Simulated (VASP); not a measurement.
Crystal: SnTe.

```xyz
2
Lattice="0.0000 3.2053 3.2053 3.2053 0.0000 3.2053 3.2053 3.2053 0.0000" Properties=species:S:1:pos:R:3 pbc="T T T"
Sn    0.0000    0.0000    0.0000
Te    3.2053    3.2053    3.2053
```

- Program: VASP 6.6.1
- Task: relaxation of cell and atoms
- Functional: PBEsol
- Potentials or basis: VASP PAW PBE potentials, release 64 (Sn_d, Te)
- Cutoff: 600 eV
- k mesh: 6 × 6 × 6
- Occupations: fermi-dirac, width 0.02 eV
- Spin: no spin polarisation

At the start: pressure -2.4 GPa; volume 32.93 Å³/atom.

**Question.** Where does the relaxation end?

**Answer.** Over 3 steps the energy falls by 14.9 meV/atom and the volume is 31.06 Å³/atom (-5.7 %); space group Fm-3m (No. 225, to 0.1 Å) before and after.

Step by step:
| step | energy change (eV) | largest force (eV/Å) | pressure (GPa) | volume (Å³) |
| --- | --- | --- | --- | --- |
| 1 | 0.0000 | 0.0000 | -2.39 | 65.86 |
| 2 | -0.0280 | 0.0000 | 0.66 | 61.29 |
| 3 | -0.0298 | 0.0000 | 0.02 | 62.12 |

Final structure:
```
Sn Te
1.0
     0.00000    3.14336    3.14336
     3.14336    0.00000    3.14336
     3.14336    3.14336    0.00000
Sn Te
1 1
Direct
  0.00000 0.00000 0.00000
  0.50000 0.50000 0.50000
```

Caveat: the PAW data sets were made with another functional, which shifts forces and pressure a little.
